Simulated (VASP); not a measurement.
Input of a VASP 6.6.1 run:

Contents of INCAR:

```
SYSTEM = Ta2N
PREC = Accurate
ENCUT = 520
EDIFF = 1E-6
ISMEAR = 0
SIGMA = 0.15
LREAL = .FALSE.
LASPH = .TRUE.
NELM = 100
ALGO = Normal
ISIF = 2
LWAVE = .FALSE.
LCHARG = .TRUE.
GGA = PE
LELF = .TRUE.
LVHAR = .TRUE.
NBANDS = 20
```

The input KPOINTS:

```
regular mesh
0
G
  12 12 8
  0 0 0
```

Contents of POSCAR:

```
Ta2N
1.0
    2.9138466106      0.0677795395      0.0666070263
   -1.3982245023      2.7005159753     -0.0059635902
    0.1048543988      0.0496973537      5.0139862605
Ta N
2 1
Direct
    0.6727220902      0.3324202913      0.7467776409
    0.3333761573      0.6655959700      0.2528670834
   -0.0060982475      0.0019837387      0.0003552757
```

Potentials or basis: VASP PAW PBE potentials, release 64 (Ta_pv, N).

The run is started by

```bash
$ cat potpaw_PBE.64/Ta_pv/POTCAR potpaw_PBE.64/N/POTCAR > POTCAR
$ mpirun -np 1 vasp_std > vasp.out
```

Problem. Predict the pressure.

Solution. 8.6 GPa.

Problem. What does it give for the band gap on the k mesh?

Solution. Zero (an odd number of electrons rules out a gap without spin polarisation).

Stress tensor (GPa, compression positive):
```
25.50 -3.73 -3.15
-3.73 -1.59 -7.75
-3.15 -7.75  1.96
```

Caveat: the cell differs from its parent crystal (atoms moved at random and the cell strained at random); the cell stands under pressure; spin-orbit coupling is left out, which moves the levels of the heavy elements; forces of over 1 eV/Å act on the atoms, so gaps and moduli don't describe the material at rest.
